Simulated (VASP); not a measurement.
# Ga4Sb3As (P-4m2) in VASP: single point with PBE

Aim: the single point of Ga4Sb3As with PBE.

Program: VASP 6.6.1. These are calculated values, not measurements. Logs are shortened: lines on timing, memory, paths and dates and some standing lists are left out, and cuts for length are marked.

## 1. The cell of the first run

The structure is tetragonal, space group P-4m2 (No. 115). Conventional cell: a = 4.315 Å, b = 4.315 Å, c = 12.193 Å, α = 90.00°, β = 90.00°, γ = 90.00°. Ga (site symmetry 2mm) has 4 Sb at 2.67 Å within 3.5 Å. Ga (site symmetry 2mm) has 2 As at 2.56 Å and 2 Sb at 2.67 Å within 3.4 Å. Sb (site symmetry 2mm) has 4 Ga at 2.67 Å within 3.5 Å. Sb (site symmetry -4m2) has 4 Ga at 2.67 Å within 3.5 Å. Within 3.4 Å of As (site symmetry -4m2) lie 4 Ga at 2.56 Å.

## 2. Single point, PBE

INCAR

```
PREC     = Accurate       # precision mode
ENCUT    = 520            # plane-wave cutoff, eV
EDIFF    = 1E-6           # SCF threshold, eV
ISMEAR   = 0              # smearing method
SIGMA    = 0.1            # smearing width, eV
LREAL    = F              # projectors in reciprocal space
LASPH    = T              # aspherical terms in the spheres
NELM     = 60             # most SCF steps
ALGO     = Normal         # electronic algorithm
ISIF     = 2              # what is computed and relaxed
LWAVE    = F              # write WAVECAR
LCHARG   = T              # write CHGCAR
GGA      = PE             # functional
LELF     = T              # ELF
LVHAR    = T            
NBANDS   = 46             # bands
```

KPOINTS

```
regular mesh
0
Gamma
  10 10 4
```

POSCAR

```
Ga4Sb3As
1.0
    4.3145694631      0.0000000000      0.0000000000
    0.0000000000      4.3145694631      0.0000000000
    0.0000000000      0.0000000000     12.1934264963
Ga Sb As
4 3 1
Direct
    0.5000000000      0.0000000000      0.6292701673
    0.0000000000      0.5000000000      0.8873987434
    0.5000000000      0.0000000000      0.1126012566
    0.0000000000      0.5000000000      0.3707298327
    0.5000000000      0.5000000000      0.2418073580
    0.0000000000      0.0000000000      0.5000000000
    0.5000000000      0.5000000000      0.7581926420
    0.0000000000      0.0000000000      0.0000000000
```

Potentials or basis: VASP PAW PBE potentials, release 64 (Ga_d, Sb, As).

Command:

```sh
cat potpaw_PBE.64/Ga_d/POTCAR potpaw_PBE.64/Sb/POTCAR potpaw_PBE.64/As/POTCAR > POTCAR
mpirun -np 1 vasp_std > vasp.out
```

OUTCAR:

```text
PREC = Accurate
   ENCUT = 520
   EDIFF = 1E-6
   ISMEAR = 0
   LREAL = F
   LASPH = T
   NELM = 60
   ISIF = 2
   GGA = PE

 ion  position               nearest neighbor table
   1  0.500  0.000  0.629-   7 2.67   7 2.67   6 2.67   6 2.67
   2  0.000  0.500  0.887-   8 2.56   8 2.56   7 2.67   7 2.67
   3  0.500  0.000  0.113-   8 2.56   8 2.56   5 2.67   5 2.67
   4  0.000  0.500  0.371-   5 2.67   5 2.67   6 2.67   6 2.67
   5  0.500  0.500  0.242-   4 2.67   4 2.67   3 2.67   3 2.67
   6  0.000  0.000  0.500-   1 2.67   4 2.67   4 2.67   1 2.67
   7  0.500  0.500  0.758-   1 2.67   1 2.67   2 2.67   2 2.67
   8  0.000  0.000  0.000-   2 2.56   3 2.56   2 2.56   3 2.56

  LATTYP: Found a simple tetragonal cell.
 ALAT       =     4.3145694631
 C/A-ratio  =     2.8261050380

  Lattice vectors:

 A1 = (   4.3145694631,   0.0000000000,   0.0000000000)
 A2 = (   0.0000000000,   4.3145694631,   0.0000000000)
 A3 = (   0.0000000000,   0.0000000000,  12.1934264963)

Analysis of symmetry for initial positions (statically):
=====================================================================
 Subroutine PRICEL returns:
 Original cell was already a primitive cell.

 Routine SETGRP: Setting up the symmetry group for a
 simple tetragonal supercell.

 Subroutine GETGRP returns: Found  8 space group operations
 (whereof  8 operations were pure point group operations)
 out of a pool of 16 trial point group operations.

The static configuration has the point symmetry D_2d.

Analysis of symmetry for dynamics (positions and initial velocities):
=====================================================================
 Subroutine PRICEL returns:
 Original cell was already a primitive cell.

 Routine SETGRP: Setting up the symmetry group for a
 simple tetragonal supercell.

 Subroutine GETGRP returns: Found  8 space group operations
 (whereof  8 operations were pure point group operations)
 out of a pool of 16 trial point group operations.

The dynamic configuration has the point symmetry D_2d.

 Subroutine INISYM returns: Found  8 space group operations
 (whereof  8 operations are pure point group operations),
 and found     1 'primitive' translations

----------------------------------------------------------------------------------------

                                     Primitive cell

  volume of cell :     226.9868

  direct lattice vectors                    reciprocal lattice vectors
     4.314569463  0.000000000  0.000000000     0.231772836  0.000000000  0.000000000
     0.000000000  4.314569463  0.000000000     0.000000000  0.231772836  0.000000000
     0.000000000  0.000000000 12.193426496     0.000000000  0.000000000  0.082011402

  length of vectors
     4.314569463  4.314569463 12.193426496     0.231772836  0.231772836  0.082011402

  position of ions in fractional coordinates (direct lattice)
     0.500000000  0.000000000  0.629270167
     0.000000000  0.500000000  0.887398743
     0.500000000  0.000000000  0.112601257
     0.000000000  0.500000000  0.370729833
     0.500000000  0.500000000  0.241807358
     0.000000000  0.000000000  0.500000000
     0.500000000  0.500000000  0.758192642
     0.000000000  0.000000000  0.000000000

  ion indices of the primitive-cell ions
   primitive index   ion index
                 1           1
                 2           2
                 3           3
                 4           4
                 5           5
                 6           6
                 7           7
                 8           8

----------------------------------------------------------------------------------------

 KPOINTS: regular mesh

Automatic generation of k-mesh.
 Grid dimensions read from file:
 generate k-points for:   10   10    4

 Generating k-lattice:

  Cartesian coordinates                     Fractional coordinates (reciprocal lattice)
     0.023177284  0.000000000  0.000000000     0.100000000  0.000000000  0.000000000
     0.000000000  0.023177284  0.000000000     0.000000000  0.100000000  0.000000000
     0.000000000  0.000000000  0.020502850     0.000000000  0.000000000  0.250000000

  Length of vectors
     0.023177284  0.023177284  0.020502850

  Shift w.r.t. Gamma in fractional coordinates (k-lattice)
     0.000000000  0.000000000  0.000000000

 Subroutine IBZKPT returns following result:
 ===========================================

 Found     63 irreducible k-points:

 Following reciprocal coordinates:
            Coordinates               Weight
  0.000000  0.000000  0.000000      1.000000
  0.100000  0.000000  0.000000      4.000000
  0.200000  0.000000  0.000000      4.000000
  0.300000  0.000000  0.000000      4.000000
  0.400000  0.000000  0.000000      4.000000
  0.500000  0.000000  0.000000      2.000000
[... 16 lines left out ...]
  0.100000  0.000000  0.250000      8.000000
  0.200000  0.000000  0.250000      8.000000
 [... further k-points ...]
   k-points           NKPTS =     63   k-points in BZ     NKDIM =     63   number of bands    NBANDS=     46
   number of dos      NEDOS =    301   number of ions     NIONS =      8
   total plane-waves  NPLWV =  98304
   dimension x,y,z NGX =    32 NGY =   32 NGZ =   96
   dimension x,y,z NGXF=    64 NGYF=   64 NGZF=  192
   ions per type =               4   3   1
   NGX,Y,Z   is equivalent  to a cutoff of  12.33, 12.33, 13.09 a.u.
   NGXF,Y,Z  is equivalent  to a cutoff of  24.66, 24.66, 26.18 a.u.
 SYSTEM =  unknown system
   PREC   = accura    normal or accurate (medium, high low for compatibility)
   ISTART =      0    job   : 0-new  1-cont  2-samecut
   ICHARG =      2    charge: 1-file 2-atom 10-const
   ISPIN  =      1    spin polarized calculation?
   LNONCOLLINEAR =      F non collinear calculations
   LSORBIT =      F    spin-orbit coupling
   LASPH  =      T    aspherical Exc in radial PAW
   ENCUT  =  520.0 eV  38.22 Ry    6.18 a.u.   8.02  8.02 22.67*2*pi/ulx,y,z
   NELM   =     60;   NELMIN=  2; NELMDL= -5     # of ELM steps
   EDIFF  = 0.1E-05   stopping-criterion for ELM
   LREAL  =      F    real-space projection
   EDIFFG = 0.1E-04   stopping-criterion for IOM
   NSW    =      0    number of steps for IOM
   IBRION =     -1    ionic relax: 0-MD 1-quasi-New 2-CG
   NFREE  =      0    steps in history (QN), initial steepest desc. (CG)
   ISIF   =      2    stress and relaxation
   ISYM   =      2    0-nonsym 1-usesym 2-fastsym
   POTIM  = 0.5000    time-step for ionic-motion
   TEBEG  =    0.0;   TEEND  =   0.0 temperature during run
   PSTRESS=    0.0 pullay stress
   NELECT =      72.0000    total number of electrons
   NUPDOWN=      -1.0000    fix difference up-down
   EMIN   =  10.00;   EMAX   =-10.00  energy-range for DOS
   EFERMI =   0.00;   METHOD = LEGACY
   ISMEAR =     0;   SIGMA  =   0.10  broadening in eV -4-tet -1-fermi 0-gaus
   EFERMI_NEDOS =   21; number of points for ismear=-14 and -15
   IALGO  =     38    algorithm
   IMIX   =      4    mixing-type and parameters
     AMIX     =   0.40;   BMIX     =  1.00
     AMIX_MAG =   1.60;   BMIX_MAG =  1.00
  volume/ion in A,a.u.               =      28.37       191.47
  Fermi-wavevector in a.u.,A,eV,Ry     =   1.116483  2.109847 16.960127  1.246534
  Thomas-Fermi vector in A             =   2.253097
   LORBIT       =      0    0 simple, 1 ext, 2 COOP (PROOUT), +10 PAW based schemes
   GGA     = PE    functional components
   LHFCALC =     F    Hartree Fock is set to
   AEXX    =    0.0000 exact exchange contribution
   IVDW    =     0    specifies the selected vdW correction
   LEPSILON=     F    determine dielectric tensor
   LRPA    =     F    only Hartree local field effects (RPA)
 non-spin polarized calculation
 Gauss-broadening in eV      SIGMA  =   0.10
  energy-cutoff  :      520.00
  volume of cell :      226.99
 maximum number of plane-waves:      6172
   NGX = 17   NGY = 17   NGZ = 45

 number of electron      72.0000050 magnetization

 Free energy of the ion-electron system (eV)
  ---------------------------------------------------
  ext. energy  EPLUGINS =         0.00000000
  ---------------------------------------------------
  free energy    TOTEN  =       -30.23341844 eV

  energy without entropy =      -30.23260449  energy(sigma->0) =      -30.23301146

 E-fermi :   4.3073     XC(G=0):  -9.0027

 val. band max:        4.2713392906   @ k =   0.0000   0.0000   0.0000
 cond. band min:       4.3810358068   @ k =   0.5000   0.0000   0.0000
 fundamental gap:      0.1096965162
 Fermi energy:         4.3073346566

 k-point     1 :       0.0000    0.0000    0.0000
  band No.  band energies     occupation
      1     -10.7599      2.00000
      2     -10.7174      2.00000
      3     -10.7118      2.00000
      4     -10.7118      2.00000
      5     -10.6923      2.00000
      6     -10.6923      2.00000
[... 38 lines left out ...]
     45       7.2257      0.00000
     46       7.3650      0.00000

 k-point     2 :       0.1000    0.0000    0.0000
  band No.  band energies     occupation
      1     -10.7591      2.00000
      2     -10.7188      2.00000
      3     -10.7122      2.00000
      4     -10.7114      2.00000
      5     -10.6930      2.00000
      6     -10.6928      2.00000
[... 38 lines left out ...]
     45       7.3124      0.00000
     46       7.6472      0.00000

 k-point     3 :       0.2000    0.0000    0.0000
  band No.  band energies     occupation
      1     -10.7575      2.00000
      2     -10.7231      2.00000
      3     -10.7126      2.00000
      4     -10.7104      2.00000
      5     -10.6940      2.00000
      6     -10.6937      2.00000
[... 38 lines left out ...]
     45       7.6669      0.00000
     46       8.4525      0.00000

 k-point     4 :       0.3000    0.0000    0.0000
  band No.  band energies     occupation
      1     -10.7565      2.00000
      2     -10.7287      2.00000
      3     -10.7134      2.00000
      4     -10.7088      2.00000
      5     -10.6958      2.00000
      6     -10.6933      2.00000
[... 920 lines left out ...]
     45       7.4774      0.00000
     46       7.4774      0.00000

 k-point    23 :       0.1000    0.0000    0.2500
  band No.  band energies     occupation
      1     -10.7591      2.00000
      2     -10.7191      2.00000
      3     -10.7122      2.00000
      4     -10.7114      2.00000
      5     -10.6930      2.00000
      6     -10.6928      2.00000
[... 38 lines left out ...]
     45       7.5182      0.00000
     46       7.6340      0.00000

 k-point    24 :       0.2000    0.0000    0.2500
  band No.  band energies     occupation
      1     -10.7575      2.00000
      2     -10.7232      2.00000
      3     -10.7127      2.00000
      4     -10.7104      2.00000
      5     -10.6940      2.00000
      6     -10.6937      2.00000
[... 38 lines left out ...]
     45       7.8666      0.00000
     46       8.4715      0.00000

 [... further k-points ...]

------------------------ aborting loop because EDIFF is reached ----------------------------------------

  FORCE on cell =-STRESS in cart. coord.  units (eV):
  Direction    XX          YY          ZZ          XY          YZ          ZX
  --------------------------------------------------------------------------------------
  -------------------------------------------------------------------------------------
  Total        0.1187771      0.1187771      0.1177860      0.0000000      0.0000000      0.0000000
  in kB        0.8383830      0.8383830      0.8313877      0.0000000      0.0000000      0.0000000
  external PRESSURE =       0.8360512 kB  Pullay stress =       0.0000000 kB

 VOLUME and BASIS-vectors are now :
 -----------------------------------------------------------------------------
  energy-cutoff  :      520.00
  volume of cell :      226.99
      direct lattice vectors                 reciprocal lattice vectors
     4.314569463  0.000000000  0.000000000     0.231772836  0.000000000  0.000000000
     0.000000000  4.314569463  0.000000000     0.000000000  0.231772836  0.000000000
     0.000000000  0.000000000 12.193426496     0.000000000  0.000000000  0.082011402

 POSITION                                       TOTAL-FORCE (eV/Angst)
 -----------------------------------------------------------------------------------
      2.15728      0.00000      7.67296        -0.000000     -0.000000      0.001390
      0.00000      2.15728     10.82043         0.000000     -0.000000     -0.005636
      2.15728      0.00000      1.37300        -0.000000     -0.000000      0.005636
      0.00000      2.15728      4.52047        -0.000000     -0.000000     -0.001390
      2.15728      2.15728      2.94846        -0.000000      0.000000     -0.000937
      0.00000      0.00000      6.09671        -0.000000     -0.000000      0.000000
      2.15728      2.15728      9.24497        -0.000000     -0.000000      0.000937
      0.00000      0.00000      0.00000        -0.000000     -0.000000      0.000000
 -----------------------------------------------------------------------------------
    total drift:                                0.000000      0.000000      0.000000

  FREE ENERGIE OF THE ION-ELECTRON SYSTEM (eV)
  ---------------------------------------------------
  free  energy   TOTEN  =       -30.2334184385 eV

  energy  without entropy=      -30.2326044911  energy(sigma->0) =      -30.23301146
```

It took 4.3 min on 1 thread of Intel Xeon Platinum 8559C (Emerald Rapids), shared host; peak memory 0.69 GiB.

What came out:

```
Free energy            : -30.2334 eV
Pressure               : 0.1 GPa
Largest force          : 0.006 eV/Å
Band gap on the k mesh : zero (filled and empty bands touch)
```

Forces in eV/Å, atoms in the order of the input:
```
Ga   0.000  0.000  0.001
Ga   0.000  0.000 -0.006
Ga   0.000  0.000  0.006
Ga   0.000  0.000 -0.001
Sb   0.000  0.000 -0.001
Sb   0.000  0.000  0.000
Sb   0.000  0.000  0.001
As   0.000  0.000  0.000
```

Levels at points of the mesh, in eV from the Fermi level:
| k point | band 34 | band 35 | band 36 | band 37 | band 38 | band 39 |
| --- | --- | --- | --- | --- | --- | --- |
| (0.00, 0.00, 0.00) | -0.37 | -0.10 | -0.04 | -0.04 | 0.90 | 1.31 |
| (0.50, 0.00, 0.00) | -1.03 | -0.99 | -0.95 | 0.07 | 0.53 | 1.81 |
| (0.50, 0.50, 0.00) | -2.52 | -2.52 | -2.43 | 1.02 | 1.02 | 1.25 |
| (0.00, 0.00, 0.50) | -0.81 | -0.52 | -0.52 | 0.82 | 0.98 | 1.54 |
| (0.50, 0.00, 0.50) | -1.00 | -1.00 | -0.98 | 0.89 | 1.46 | 1.53 |
| (0.50, 0.50, 0.50) | -2.84 | -2.77 | -2.71 | 1.89 | 1.89 | 2.11 |

Caveat: spin-orbit coupling is left out, which moves the levels of the heavy elements.
